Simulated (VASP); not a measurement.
# AlGa3N4 (Pm) in VASP: notebook

Runs on AlGa3N4. Level: PBEsol. Tasks: single point.

Everything below comes from runs of VASP 6.6.1. Logs are shortened: lines on timing, memory, paths and dates and some standing lists are left out, and cuts for length are marked.

## (1) The cell of the first run

It takes space group Pm (No. 6, monoclinic). Conventional cell: a = 5.090 Å, b = 3.133 Å, c = 5.423 Å, α = 90.00°, β = 90.04°, γ = 90.00°. Within 2.5 Å of Al (site symmetry m) lie 4 N at 1.88 Å. Ga (site symmetry m) has 4 N at 1.92 to 1.93 Å within 2.5 Å. Ga (site symmetry m) has 4 N at 1.92 to 1.94 Å within 2.5 Å. Ga (site symmetry m) has 4 N at 1.93 to 1.94 Å within 2.6 Å. Within 2.5 Å of N (site symmetry m) lie 1 Al at 1.88 Å and 3 Ga at 1.93 Å. N (site symmetry m) has 2 Al at 1.88 Å and 2 Ga at 1.94 Å within 2.5 Å. N (site symmetry m) has 4 Ga at 1.92 to 1.93 Å within 2.5 Å. N (site symmetry m) has 1 Al at 1.88 Å and 3 Ga at 1.92 Å within 2.5 Å.

## (2) Single point, PBEsol (volume scaled by 0.97, then relaxed in part)

Input file INCAR:

```
PREC = Accurate ; ENCUT = 520
EDIFF = 1E-6 ; ISMEAR = 0
SIGMA = 0.02 ; LREAL = False
LASPH = True ; NELM = 100
ALGO = Normal ; ISIF = 2
LWAVE = False ; LCHARG = False
GGA = PS ; NBANDS = 41
```

Input file KPOINTS:

```
Automatic mesh
0
Gamma
  6 8 6
```

Input file POSCAR:

```
AlGa3N4
1.0
    5.0899441597      0.0000000000     -0.0000024318
    0.0000000000      3.1333746250      0.0000000000
   -0.0036798721      0.0000000000      5.4230169760
Al Ga N
1 3 4
Direct
    0.0007486760      0.5000000000      0.6674181595
    0.4990800352      0.5000000000      0.3349842872
    0.4989935759      0.0000000000      0.8314609988
    0.9998139887      0.0000000000      0.1661388886
    0.1195961358      0.5000000000      0.3400889126
    0.1176364272      0.0000000000      0.8263869760
    0.6203636144      0.0000000000      0.1661874431
    0.6313675567      0.5000000000      0.6673353340
```

Potentials or basis: VASP PAW PBE potentials, release 64 (Al, Ga_d, N).

On the command line:

```bash
$ cat potpaw_PBE.64/Al/POTCAR potpaw_PBE.64/Ga_d/POTCAR potpaw_PBE.64/N/POTCAR > POTCAR
$ mpirun -np 1 vasp_std > vasp.out
```

OUTCAR:

```text
PREC = Accurate
   ENCUT = 520
   EDIFF = 1E-6
   ISMEAR = 0
   LREAL = False
   LASPH = True
   NELM = 100
   ISIF = 2
   GGA = PS

 ion  position               nearest neighbor table
   1  0.001  0.500  0.667-   5 1.88   8 1.88   6 1.88   6 1.88   3 3.11   3 3.11   2 3.11   2 3.12
                             4 3.13   4 3.13   3 3.13   3 3.13   4 3.14   4 3.14
   2  0.499  0.500  0.335-   7 1.92   7 1.92   8 1.92   5 1.93   1 3.11   1 3.12
   3  0.499  0.000  0.831-   7 1.92   8 1.92   8 1.92   6 1.94   1 3.11   1 3.11   1 3.13   1 3.13

   4  1.000  0.000  0.166-   5 1.93   5 1.93   7 1.93   6 1.94   1 3.13   1 3.13   1 3.14   1 3.14

   5  0.120  0.500  0.340-   1 1.88   4 1.93   4 1.93   2 1.93
   6  0.118  0.000  0.826-   1 1.88   1 1.88   4 1.94   3 1.94
   7  0.620  0.000  0.166-   2 1.92   2 1.92   3 1.92   4 1.93
   8  0.631  0.500  0.667-   1 1.88   2 1.92   3 1.92   3 1.92

  LATTYP: Found a simple monoclinic cell.
 ALAT       =     5.0899441597
 B/A-ratio  =     0.6156009824
 C/A-ratio  =     1.0654376658
 COS(beta)  =    -0.0006790431

  Lattice vectors:

 A1 = (   5.0899441597,   0.0000000000,  -0.0000024318)
 A2 = (   0.0000000000,   3.1333746250,   0.0000000000)
 A3 = (  -0.0036798721,   0.0000000000,   5.4230169760)

Analysis of symmetry for initial positions (statically):
=====================================================================
 Subroutine PRICEL returns:
 Original cell was already a primitive cell.

 Routine SETGRP: Setting up the symmetry group for a
 simple monoclinic supercell.

 Subroutine GETGRP returns: Found  2 space group operations
 (whereof  2 operations were pure point group operations)
 out of a pool of  4 trial point group operations.

The static configuration has the point symmetry C_1h.

Analysis of symmetry for dynamics (positions and initial velocities):
=====================================================================
 Subroutine PRICEL returns:
 Original cell was already a primitive cell.

 Routine SETGRP: Setting up the symmetry group for a
 simple monoclinic supercell.

 Subroutine GETGRP returns: Found  2 space group operations
 (whereof  2 operations were pure point group operations)
 out of a pool of  4 trial point group operations.

The dynamic configuration has the point symmetry C_1h.

 Subroutine INISYM returns: Found  2 space group operations
 (whereof  2 operations are pure point group operations),
 and found     1 'primitive' translations

----------------------------------------------------------------------------------------

                                     Primitive cell

  volume of cell :      86.4901

  direct lattice vectors                    reciprocal lattice vectors
     5.089944160  0.000000000 -0.000002432     0.196465810  0.000000000  0.000133315
     0.000000000  3.133374625  0.000000000     0.000000000  0.319144730  0.000000000
    -0.003679872  0.000000000  5.423016976     0.000000088  0.000000000  0.184399202

  length of vectors
     5.089944160  3.133374625  5.423018225     0.196465855  0.319144730  0.184399202

  position of ions in fractional coordinates (direct lattice)
     0.000748676  0.500000000  0.667418160
     0.499080035  0.500000000  0.334984287
     0.498993576  0.000000000  0.831460999
     0.999813989  0.000000000  0.166138889
     0.119596136  0.500000000  0.340088913
     0.117636427  0.000000000  0.826386976
     0.620363614  0.000000000  0.166187443
     0.631367557  0.500000000  0.667335334

  ion indices of the primitive-cell ions
   primitive index   ion index
                 1           1
                 2           2
                 3           3
                 4           4
                 5           5
                 6           6
                 7           7
                 8           8

----------------------------------------------------------------------------------------

 KPOINTS: Automatic mesh

Automatic generation of k-mesh.
 Grid dimensions read from file:
 generate k-points for:    6    8    6

 Generating k-lattice:

  Cartesian coordinates                     Fractional coordinates (reciprocal lattice)
     0.032744302  0.000000000  0.000022219     0.166666667  0.000000000  0.000000000
     0.000000000  0.039893091  0.000000000     0.000000000  0.125000000  0.000000000
     0.000000015  0.000000000  0.030733200    -0.000000000  0.000000000  0.166666667

  Length of vectors
     0.032744309  0.039893091  0.030733200

  Shift w.r.t. Gamma in fractional coordinates (k-lattice)
     0.000000000  0.000000000  0.000000000

 Subroutine IBZKPT returns following result:
 ===========================================

 Found    100 irreducible k-points:

 Following reciprocal coordinates:
            Coordinates               Weight
  0.000000  0.000000  0.000000      1.000000
  0.166667  0.000000  0.000000      2.000000
  0.333333  0.000000 -0.000000      2.000000
  0.500000  0.000000  0.000000      1.000000
  0.000000  0.125000  0.000000      2.000000
  0.166667  0.125000  0.000000      4.000000
[... 16 lines left out ...]
  0.333333  0.000000  0.166667      2.000000
  0.500000  0.000000  0.166667      2.000000
 [... further k-points ...]
   k-points           NKPTS =    100   k-points in BZ     NKDIM =    100   number of bands    NBANDS=     41
   number of dos      NEDOS =    301   number of ions     NIONS =      8
   total plane-waves  NPLWV =  38400
   dimension x,y,z NGX =    40 NGY =   24 NGZ =   40
   dimension x,y,z NGXF=    80 NGYF=   48 NGZF=   80
   ions per type =               1   3   4
   NGX,Y,Z   is equivalent  to a cutoff of  13.06, 12.73, 12.26 a.u.
   NGXF,Y,Z  is equivalent  to a cutoff of  26.13, 25.47, 24.52 a.u.
 SYSTEM =  unknown system
   PREC   = accura    normal or accurate (medium, high low for compatibility)
   ISTART =      0    job   : 0-new  1-cont  2-samecut
   ICHARG =      2    charge: 1-file 2-atom 10-const
   ISPIN  =      1    spin polarized calculation?
   LNONCOLLINEAR =      F non collinear calculations
   LSORBIT =      F    spin-orbit coupling
   LASPH  =      T    aspherical Exc in radial PAW
   ENCUT  =  520.0 eV  38.22 Ry    6.18 a.u.   9.46  5.83 10.08*2*pi/ulx,y,z
   NELM   =    100;   NELMIN=  2; NELMDL= -5     # of ELM steps
   EDIFF  = 0.1E-05   stopping-criterion for ELM
   LREAL  =      F    real-space projection
   EDIFFG = 0.1E-04   stopping-criterion for IOM
   NSW    =      0    number of steps for IOM
   IBRION =     -1    ionic relax: 0-MD 1-quasi-New 2-CG
   NFREE  =      0    steps in history (QN), initial steepest desc. (CG)
   ISIF   =      2    stress and relaxation
   ISYM   =      2    0-nonsym 1-usesym 2-fastsym
   POTIM  = 0.5000    time-step for ionic-motion
   TEBEG  =    0.0;   TEEND  =   0.0 temperature during run
   PSTRESS=    0.0 pullay stress
   NELECT =      62.0000    total number of electrons
   NUPDOWN=      -1.0000    fix difference up-down
   EMIN   =  10.00;   EMAX   =-10.00  energy-range for DOS
   EFERMI =   0.00;   METHOD = LEGACY
   ISMEAR =     0;   SIGMA  =   0.02  broadening in eV -4-tet -1-fermi 0-gaus
   EFERMI_NEDOS =   21; number of points for ismear=-14 and -15
   IALGO  =     38    algorithm
   IMIX   =      4    mixing-type and parameters
     AMIX     =   0.40;   BMIX     =  1.00
     AMIX_MAG =   1.60;   BMIX_MAG =  1.00
  volume/ion in A,a.u.               =      10.81        72.96
  Fermi-wavevector in a.u.,A,eV,Ry     =   1.465154  2.768740 29.207306  2.146676
  Thomas-Fermi vector in A             =   2.581045
   LORBIT       =      0    0 simple, 1 ext, 2 COOP (PROOUT), +10 PAW based schemes
   GGA     = PS    functional components
   LHFCALC =     F    Hartree Fock is set to
   AEXX    =    0.0000 exact exchange contribution
   IVDW    =     0    specifies the selected vdW correction
   LEPSILON=     F    determine dielectric tensor
   LRPA    =     F    only Hartree local field effects (RPA)
 non-spin polarized calculation
 Gauss-broadening in eV      SIGMA  =   0.02
  energy-cutoff  :      520.00
  volume of cell :       86.49
 maximum number of plane-waves:      2352
 NGX is ok and might be reduce to    40
   NGX = 19   NGY = 11   NGZ = 21

 number of electron      61.9999977 magnetization

 Free energy of the ion-electron system (eV)
  ---------------------------------------------------
  ext. energy  EPLUGINS =         0.00000000
  ---------------------------------------------------
  free energy    TOTEN  =       -54.97696518 eV

  energy without entropy =      -54.97696518  energy(sigma->0) =      -54.97696518

 E-fermi :   5.8409     XC(G=0): -11.8926

 val. band max:        5.7620880213   @ k =   0.0000   0.0000   0.0000
 cond. band min:       8.3508562540   @ k =   0.0000   0.0000   0.0000
 fundamental gap:      2.5887682326
 Fermi energy:         5.8408697979

 k-point     1 :       0.0000    0.0000    0.0000
  band No.  band energies     occupation
      1     -10.3148      2.00000
      2      -9.2499      2.00000
      3      -9.0512      2.00000
      4      -8.7541      2.00000
      5      -7.4875      2.00000
      6      -7.4864      2.00000
[... 33 lines left out ...]
     40      16.1532      0.00000
     41      16.4104      0.00000

 k-point     2 :       0.1667    0.0000    0.0000
  band No.  band energies     occupation
      1     -10.2236      2.00000
      2      -9.2565      2.00000
      3      -9.0621      2.00000
      4      -8.7567      2.00000
      5      -7.4859      2.00000
      6      -7.4851      2.00000
[... 33 lines left out ...]
     40      16.1345      0.00000
     41      16.3905      0.00000

 k-point     3 :       0.3333    0.0000   -0.0000
  band No.  band energies     occupation
      1      -9.9780      2.00000
      2      -9.3493      2.00000
      3      -9.0710      2.00000
      4      -8.7564      2.00000
      5      -7.4843      2.00000
      6      -7.4823      2.00000
[... 33 lines left out ...]
     40      16.0735      0.00000
     41      16.1555      0.00000

 k-point     4 :       0.5000    0.0000    0.0000
  band No.  band energies     occupation
      1      -9.7356      2.00000
      2      -9.5284      2.00000
      3      -9.0652      2.00000
      4      -8.7531      2.00000
      5      -7.4872      2.00000
      6      -7.4802      2.00000
[... 825 lines left out ...]
     40      16.2187      0.00000
     41      16.3214      0.00000

 k-point    23 :       0.3333    0.0000    0.1667
  band No.  band energies     occupation
      1      -9.9110      2.00000
      2      -9.3187      2.00000
      3      -9.0989      2.00000
      4      -8.7817      2.00000
      5      -7.4808      2.00000
      6      -7.4697      2.00000
[... 33 lines left out ...]
     40      16.0943      0.00000
     41      16.2874      0.00000

 k-point    24 :       0.5000    0.0000    0.1667
  band No.  band energies     occupation
      1      -9.6832      2.00000
      2      -9.4764      2.00000
      3      -9.0883      2.00000
      4      -8.7822      2.00000
      5      -7.4794      2.00000
      6      -7.4660      2.00000
[... 33 lines left out ...]
     40      15.9379      0.00000
     41      16.3444      0.00000

 [... further k-points ...]
[... 5 lines left out ...]
  --------------------------------------------------------------------------------------
  -------------------------------------------------------------------------------------
  Total        3.2969892      3.2809955      3.2802010      0.0000000      0.0000000     -0.0036414
  in kB       61.0747642     60.7784906     60.7637729      0.0000000      0.0000000     -0.0674557
  external PRESSURE =      60.8723426 kB  Pullay stress =       0.0000000 kB

 VOLUME and BASIS-vectors are now :
 -----------------------------------------------------------------------------
  energy-cutoff  :      520.00
  volume of cell :       86.49
      direct lattice vectors                 reciprocal lattice vectors
     5.089944160  0.000000000 -0.000002432     0.196465810  0.000000000  0.000133315
     0.000000000  3.133374625  0.000000000     0.000000000  0.319144730  0.000000000
    -0.003679872  0.000000000  5.423016976     0.000000088  0.000000000  0.184399202

 POSITION                                       TOTAL-FORCE (eV/Angst)
 -----------------------------------------------------------------------------------
      0.00135      1.56669      3.61942         0.001592      0.000000      0.003244
      2.53906      1.56669      1.81662         0.001509      0.000000      0.000806
      2.53679      0.00000      4.50903        -0.000041      0.000000      0.000983
      5.08839      0.00000      0.90097        -0.006218      0.000000     -0.000830
      0.60749      1.56669      1.84431         0.005990      0.000000     -0.009671
      0.59572      0.00000      4.48151         0.006250      0.000000      0.005954
      3.15700      0.00000      0.90124         0.002311      0.000000     -0.002090
      3.21117      1.56669      3.61897        -0.011392      0.000000      0.001605
 -----------------------------------------------------------------------------------
    total drift:                                0.000574     -0.000000     -0.000533

  FREE ENERGIE OF THE ION-ELECTRON SYSTEM (eV)
  ---------------------------------------------------
  free  energy   TOTEN  =       -54.9769651752 eV

  energy  without entropy=      -54.9769651752  energy(sigma->0) =      -54.97696518
```

Run time: 5.1 min. Hardware: 1 thread of Oxide Virtual Turin-like, shared host; peak memory 0.35 GiB.

What came out:

```
Free energy            : -54.9770 eV
Pressure               : 6.1 GPa
Largest force          : 0.012 eV/Å
Band gap on the k mesh : 2.59 eV, direct
```

Forces in eV/Å, atoms in the order of the input:
```
Al   0.002  0.000  0.003
Ga   0.002  0.000  0.001
Ga   0.000  0.000  0.001
Ga  -0.006  0.000 -0.001
N    0.006  0.000 -0.010
N    0.006  0.000  0.006
N    0.002  0.000 -0.002
N   -0.011  0.000  0.002
```

Caveat: the PAW data sets were made with another functional, which shifts forces and pressure a little.

[end of part 1 of 2]
